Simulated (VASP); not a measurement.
# Sb (P-1) in VASP: single point with PBEsol

Aim: the single point of Sb with PBEsol.

All numbers are computed with VASP 6.6.1; they aren't measurements. Logs are shortened: lines on timing, memory, paths and dates and some standing lists are left out, and cuts for length are marked.

### Step 1. The cell of the first run

The typed cell holds 2 atoms: a = 3.060 Å, b = 4.327 Å, c = 6.134 Å, α = 89.98°, β = 90.00°, γ = 135.03°.

### Step 2. Single point, PBEsol

The input, INCAR:

```
ALGO = Normal
EDIFF = 1E-7
ENCUT = 520
GGA = PS
ISIF = 2
ISMEAR = 0
LASPH = T
LCHARG = F
LREAL = F
LWAVE = F
NBANDS = 12
NELM = 100
PREC = Accurate
SIGMA = 0.15
```

The input, KPOINTS:

```
k-points
0
Gamma
  12 12 6
```

The input, POSCAR:

```
Sb
1.0
    2.9575381857     -0.7843209291     -0.0075127024
   -2.1752566111      3.7407431288      0.0065893038
    0.0152136548      0.0000448832      6.1337025077
Sb
2
Direct
    0.5003470505      0.9999856924      0.2499864153
    0.4996529495      0.0000143076      0.7500135847
```

Potentials or basis: VASP PAW PBE potentials, release 64 (Sb).

The run is started by

```bash
$ cat potpaw_PBE.64/Sb/POTCAR > POTCAR
$ mpirun -np 1 vasp_std > vasp.out
```

OUTCAR:

```text
EDIFF = 1E-7
   ENCUT = 520
   GGA = PS
   ISIF = 2
   ISMEAR = 0
   LASPH = T
   LREAL = F
   NELM = 100
   PREC = Accurate

 ion  position               nearest neighbor table
   1  0.500  1.000  0.250-   2 3.07   2 3.07
   2  0.500  0.000  0.750-   1 3.07   1 3.07

  LATTYP: Found a triclinic cell.
 ALAT       =     4.3248522445
 B/A-ratio  =     0.7071152519
 C/A-ratio  =     1.5848822067
 COS(alpha) =     0.0000582469
 COS(beta)  =     0.3158240783
 COS(gamma) =     0.7067259286

  Lattice vectors:

 A1 = (   3.7398197603,   2.1721012706,  -0.0084361010)
 A2 = (   0.7822815746,   2.9564221997,  -0.0009233986)
 A3 = (   2.9727518405,  -0.7842760459,   6.1261898053)

Analysis of symmetry for initial positions (statically):
=====================================================================
 Subroutine PRICEL returns:
 Original cell was already a primitive cell.

 Routine SETGRP: Setting up the symmetry group for a
 triclinic supercell.

 Subroutine GETGRP returns: Found  2 space group operations
 (whereof  2 operations were pure point group operations)
 out of a pool of  2 trial point group operations.

The static configuration has the point symmetry S_2 .

Analysis of symmetry for dynamics (positions and initial velocities):
=====================================================================
 Subroutine PRICEL returns:
 Original cell was already a primitive cell.

 Routine SETGRP: Setting up the symmetry group for a
 triclinic supercell.

 Subroutine GETGRP returns: Found  2 space group operations
 (whereof  2 operations were pure point group operations)
 out of a pool of  2 trial point group operations.

The dynamic configuration has the point symmetry S_2 .

 Subroutine INISYM returns: Found  2 space group operations
 (whereof  2 operations are pure point group operations),
 and found     1 'primitive' translations

----------------------------------------------------------------------------------------

                                     Primitive cell

  volume of cell :      57.3952

  direct lattice vectors                    reciprocal lattice vectors
     2.957538186 -0.784320929 -0.007512702     0.399765296  0.232466817 -0.000993254
    -2.175256611  3.740743129  0.006589304     0.083818712  0.316067838 -0.000210212
     0.015213655  0.000044883  6.133702508     0.000399597 -0.000054814  0.163032674

  length of vectors
     3.059779057  4.327232822  6.133721375     0.462443617  0.326993117  0.163033173

  position of ions in fractional coordinates (direct lattice)
     0.500347050  0.999985692  0.249986415
     0.499652950  0.000014308  0.750013585

  ion indices of the primitive-cell ions
   primitive index   ion index
                 1           1
                 2           2

----------------------------------------------------------------------------------------

 KPOINTS: k-points

Automatic generation of k-mesh.
 Grid dimensions read from file:
 generate k-points for:   12   12    6

 Generating k-lattice:

  Cartesian coordinates                     Fractional coordinates (reciprocal lattice)
     0.033313775  0.019372235 -0.000082771     0.083333333  0.000000000  0.000000000
     0.006984893  0.026338986 -0.000017518     0.000000000  0.083333333  0.000000000
     0.000066600 -0.000009136  0.027172112     0.000000000 -0.000000000  0.166666667

  Length of vectors
     0.038536968  0.027249426  0.027172196

  Shift w.r.t. Gamma in fractional coordinates (k-lattice)
     0.000000000  0.000000000  0.000000000

 Subroutine IBZKPT returns following result:
 ===========================================

 Found    436 irreducible k-points:

 Following reciprocal coordinates:
            Coordinates               Weight
  0.000000  0.000000  0.000000      1.000000
  0.083333  0.000000 -0.000000      2.000000
  0.166667  0.000000 -0.000000      2.000000
  0.250000  0.000000  0.000000      2.000000
  0.333333  0.000000  0.000000      2.000000
  0.416667 -0.000000  0.000000      2.000000
[... 16 lines left out ...]
  0.250000  0.166667 -0.000000      2.000000
  0.333333  0.166667  0.000000      2.000000
 [... further k-points ...]
   k-points           NKPTS =    436   k-points in BZ     NKDIM =    436   number of bands    NBANDS=     12
   number of dos      NEDOS =    301   number of ions     NIONS =      2
   total plane-waves  NPLWV =  36864
   dimension x,y,z NGX =    24 NGY =   32 NGZ =   48
   dimension x,y,z NGXF=    48 NGYF=   64 NGZF=   96
   ions per type =               2
   NGX,Y,Z   is equivalent  to a cutoff of  13.04, 12.29, 13.01 a.u.
   NGXF,Y,Z  is equivalent  to a cutoff of  26.08, 24.59, 26.02 a.u.
 SYSTEM =  unknown system
   PREC   = accura    normal or accurate (medium, high low for compatibility)
   ISTART =      0    job   : 0-new  1-cont  2-samecut
   ICHARG =      2    charge: 1-file 2-atom 10-const
   ISPIN  =      1    spin polarized calculation?
   LNONCOLLINEAR =      F non collinear calculations
   LSORBIT =      F    spin-orbit coupling
   LASPH  =      T    aspherical Exc in radial PAW
   ENCUT  =  520.0 eV  38.22 Ry    6.18 a.u.   5.69  8.05 11.40*2*pi/ulx,y,z
   NELM   =    100;   NELMIN=  2; NELMDL= -5     # of ELM steps
   EDIFF  = 0.1E-06   stopping-criterion for ELM
   LREAL  =      F    real-space projection
   EDIFFG = 0.1E-05   stopping-criterion for IOM
   NSW    =      0    number of steps for IOM
   IBRION =     -1    ionic relax: 0-MD 1-quasi-New 2-CG
   NFREE  =      0    steps in history (QN), initial steepest desc. (CG)
   ISIF   =      2    stress and relaxation
   ISYM   =      2    0-nonsym 1-usesym 2-fastsym
   POTIM  = 0.5000    time-step for ionic-motion
   TEBEG  =    0.0;   TEEND  =   0.0 temperature during run
   PSTRESS=    0.0 pullay stress
   NELECT =      10.0000    total number of electrons
   NUPDOWN=      -1.0000    fix difference up-down
   EMIN   =  10.00;   EMAX   =-10.00  energy-range for DOS
   EFERMI =   0.00;   METHOD = LEGACY
   ISMEAR =     0;   SIGMA  =   0.15  broadening in eV -4-tet -1-fermi 0-gaus
   EFERMI_NEDOS =   21; number of points for ismear=-14 and -15
   IALGO  =     38    algorithm
   IMIX   =      4    mixing-type and parameters
     AMIX     =   0.40;   BMIX     =  1.00
     AMIX_MAG =   1.60;   BMIX_MAG =  1.00
  volume/ion in A,a.u.               =      28.70       193.66
  Fermi-wavevector in a.u.,A,eV,Ry     =   0.914358  1.727886 11.375162  0.836051
  Thomas-Fermi vector in A             =   2.038976
   LORBIT       =      0    0 simple, 1 ext, 2 COOP (PROOUT), +10 PAW based schemes
   GGA     = PS    functional components
   LHFCALC =     F    Hartree Fock is set to
   AEXX    =    0.0000 exact exchange contribution
   IVDW    =     0    specifies the selected vdW correction
   LEPSILON=     F    determine dielectric tensor
   LRPA    =     F    only Hartree local field effects (RPA)
 non-spin polarized calculation
 Gauss-broadening in eV      SIGMA  =   0.15
  energy-cutoff  :      520.00
  volume of cell :       57.40
 maximum number of plane-waves:      1576
   NGX = 11   NGY = 17   NGZ = 23

 number of electron      10.0000000 magnetization

 number of electron       9.9999999 magnetization

 Free energy of the ion-electron system (eV)
  ---------------------------------------------------
  ext. energy  EPLUGINS =         0.00000000
  ---------------------------------------------------
  free energy    TOTEN  =        -9.04689364 eV

  energy without entropy =       -9.03046759  energy(sigma->0) =       -9.03868061

 E-fermi :   7.5751     XC(G=0):  -9.9185

 val. band max:        7.5739984591   @ k =   0.0000   0.1667   0.1667
 cond. band min:       7.5751855100   @ k =  -0.0833   0.2500  -0.0000
 fundamental gap:      0.0011870509
 Fermi energy:         7.5750962259

 k-point     1 :       0.0000    0.0000    0.0000
  band No.  band energies     occupation
      1      -5.2253      2.00000
      2      -2.6796      2.00000
      3       1.6166      2.00000
      4      10.7894      0.00000
      5      10.8566      0.00000
      6      10.8722      0.00000
      7      12.9788      0.00000
      8      12.9949      0.00000
      9      14.4523      0.00000
     10      14.4883      0.00000
     11      15.8573      0.00000
     12      16.6537      0.00000

 k-point     2 :       0.0833    0.0000   -0.0000
  band No.  band energies     occupation
      1      -5.0148      2.00000
      2      -2.4660      2.00000
      3       1.8180      2.00000
      4       9.6052      0.00000
      5       9.7869      0.00000
      6      10.9996      0.00000
      7      11.7488      0.00000
      8      12.1563      0.00000
      9      14.8760      0.00000
     10      16.0297      0.00000
     11      16.3103      0.00000
     12      16.9682      0.00000

 k-point     3 :       0.1667    0.0000   -0.0000
  band No.  band energies     occupation
      1      -4.3900      2.00000
      2      -1.8297      2.00000
      3       2.4059      2.00000
      4       7.6982      0.24592
      5       8.0612      0.00000
      6       9.8265      0.00000
      7      10.6133      0.00000
      8      11.6110      0.00000
      9      14.4420      0.00000
     10      15.2675      0.00000
     11      15.4774      0.00000
     12      18.7701      0.00000
[... 286 lines left out ...]
 k-point    23 :       0.2500    0.1667   -0.0000
  band No.  band energies     occupation
      1      -2.0384      2.00000
      2       0.6506      2.00000
      3       3.0410      2.00000
      4       4.3908      2.00000
      5       5.2111      2.00000
      6       7.4704      1.67626
      7       9.8504      0.00000
      8      10.7461      0.00000
      9      13.0432      0.00000
     10      13.6317      0.00000
     11      14.8144      0.00000
     12      15.5879      0.00000

 k-point    24 :       0.3333    0.1667    0.0000
  band No.  band energies     occupation
      1      -1.0124      2.00000
      2       1.7883      2.00000
      3       3.0207      2.00000
      4       5.1015      2.00000
      5       5.1449      2.00000
      6       5.8703      2.00000
      7       8.1609      0.00000
      8      10.9878      0.00000
      9      11.0164      0.00000
     10      13.6647      0.00000
     11      13.6918      0.00000
     12      14.4207      0.00000

 [... further k-points ...]
[... 5 lines left out ...]
  --------------------------------------------------------------------------------------
  -------------------------------------------------------------------------------------
  Total        0.0496399      0.0535033      0.0206804      0.0038559     -0.0015434     -0.0001999
  in kB        1.3856910      1.4935363      0.5772886      0.1076373     -0.0430849     -0.0055789
  external PRESSURE =       1.1521720 kB  Pullay stress =       0.0000000 kB

 VOLUME and BASIS-vectors are now :
 -----------------------------------------------------------------------------
  energy-cutoff  :      520.00
  volume of cell :       57.40
      direct lattice vectors                 reciprocal lattice vectors
     2.957538186 -0.784320929 -0.007512702     0.399765296  0.232466817 -0.000993254
    -2.175256611  3.740743129  0.006589304     0.083818712  0.316067838 -0.000210212
     0.015213655  0.000044883  6.133702508     0.000399597 -0.000054814  0.163032674

 POSITION                                       TOTAL-FORCE (eV/Angst)
 -----------------------------------------------------------------------------------
     -0.69163      3.34827      1.53617        -0.000595      0.000184      0.000380
      1.48912     -0.39180      4.59661         0.000595     -0.000184     -0.000380
 -----------------------------------------------------------------------------------
    total drift:                               -0.000000      0.000000     -0.000000

  FREE ENERGIE OF THE ION-ELECTRON SYSTEM (eV)
  ---------------------------------------------------
  free  energy   TOTEN  =        -9.0468936379 eV

  energy  without entropy=       -9.0304675877  energy(sigma->0) =       -9.03868061
```

Run time: 1.9 min. Hardware: 1 thread of Intel Xeon Platinum 8259CL at 2.50GHz (Skylake/Cascade Lake), shared host; peak memory 0.38 GiB.

What came out:

```
Free energy            : -9.0469 eV
Pressure               : 0.1 GPa
Band gap on the k mesh : zero (band 5 reaches 11.73 eV, above the bottom of band 6 at 4.60 eV)
```

Stress tensor (GPa, compression positive):
```
0.14 0.01 0.00
0.01 0.15 0.00
0.00 0.00 0.06
```

Levels at points of the mesh, in eV from the Fermi level:
```
           k point  band 2  band 3  band 4  band 5  band 6  band 7  band 8  band 9
(0.00, 0.00, 0.00)  -10.25   -5.96    3.21    3.28    3.30    5.40    5.42    6.88
(0.50, 0.00, 0.00)   -4.41   -3.81   -3.80   -1.80   -1.79   -1.75    1.88    4.65
(0.00, 0.50, 0.00)   -7.50   -5.97   -3.83   -3.79    1.88    5.37    5.44    7.61
(0.50, 0.50, 0.00)   -7.51   -5.97   -3.83   -3.79    1.88    5.36    5.45    7.63
(0.00, 0.00, 0.50)  -11.89   -2.21   -2.21    4.15    4.15    4.17    4.17    7.63
(0.50, 0.00, 0.50)   -6.50   -2.99   -2.99   -2.98   -2.98    2.52    2.52    2.75
(0.00, 0.50, 0.50)   -9.28   -5.12   -5.12    0.13    0.13    4.98    4.98    6.33
(0.50, 0.50, 0.50)   -9.29   -5.12   -5.12    0.12    0.12    4.98    4.98    6.34
```

Caveat: the cell differs from its parent crystal (all atoms moved at random, sigma 0.1 Å a component, cell strained at random, sigma 0.1, then relaxed in part); the PAW data sets were made with another functional, which shifts forces and pressure a little; spin-orbit coupling is left out, which moves the levels of the heavy elements.
